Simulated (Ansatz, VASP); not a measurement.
## One calculation of AlN, two programs

The input INCAR:

```
SYSTEM = AlN
  ALGO = Normal
  EDIFF = 1E-7
  ENCUT = 520
  GGA = PS
  ISIF = 2
  ISMEAR = 0
  IVDW = 12
  LASPH = .True.
  LCHARG = .True.
  LELF = .True.
  LREAL = .False.
  LVHAR = .True.
  LWAVE = .False.
  NBANDS = 11
  NELM = 60
  PREC = Accurate
  SIGMA = 0.05
```

File KPOINTS:

```
k-points
0
Gamma
  10 10 10
  0 0 0
```

The input POSCAR:

```
AlN
1.0
    0.0000000000      2.0364549031      2.0364549031
    2.0364549031      0.0000000000      2.0364549031
    2.0364549031      2.0364549031      0.0000000000
Al N
1 1
Direct
    0.0000000000      0.0000000000      0.0000000000
    0.5000000000      0.5000000000      0.5000000000
```

Input for Ansatz:

```yaml
crystal:
  lattice:
    - [0.0, 2.0364549031, 2.0364549031]
    - [2.0364549031, 0.0, 2.0364549031]
    - [2.0364549031, 2.0364549031, 0.0]
  atoms:
    - { symbol: Al, position: [0.0, 0.0, 0.0] }
    - { symbol: "N", position: [0.5, 0.5, 0.5] }
basis:
  ecutwfc: 420
  ecutrho_ratio: 4
kpoints:
  mp_grid: { grid: [10, 10, 10] }
hamiltonian:
  xc: pbesol
  dispersion: d3bj
scf:
  occupations: { method: gaussian, width: 0.05 }
output:
  forces: true
  stress: true
  eigenvalues: true
```

Alike in both runs: task single point; functional PBEsol; dispersion D3(BJ); k mesh 10 × 10 × 10; occupations gaussian, width 0.05 eV; no spin polarisation.

|  | VASP | Ansatz |
| --- | --- | --- |
| version | VASP 6.6.1 | Ansatz 0.2.0 |
| potentials or method | VASP PAW PBE potentials, release 64 (Al, N), cutoff 520 eV | scalar-relativistic, plane waves, PAW |
| valence electrons in the cell | 8 | 8 |

VASP gave:

```
gap on the k mesh at the Fermi level (eV) : 4.35
least direct gap on the mesh (eV)         : 5.36
pressure (GPa)                            : -10.6
```

Question: Which values does Ansatz return?

Answer: gap on the k mesh at the Fermi level (eV): 4.35; least direct gap on the mesh (eV): 5.34; pressure (GPa): -10.5.

VASP's potentials were made for PBE, not for PBEsol.
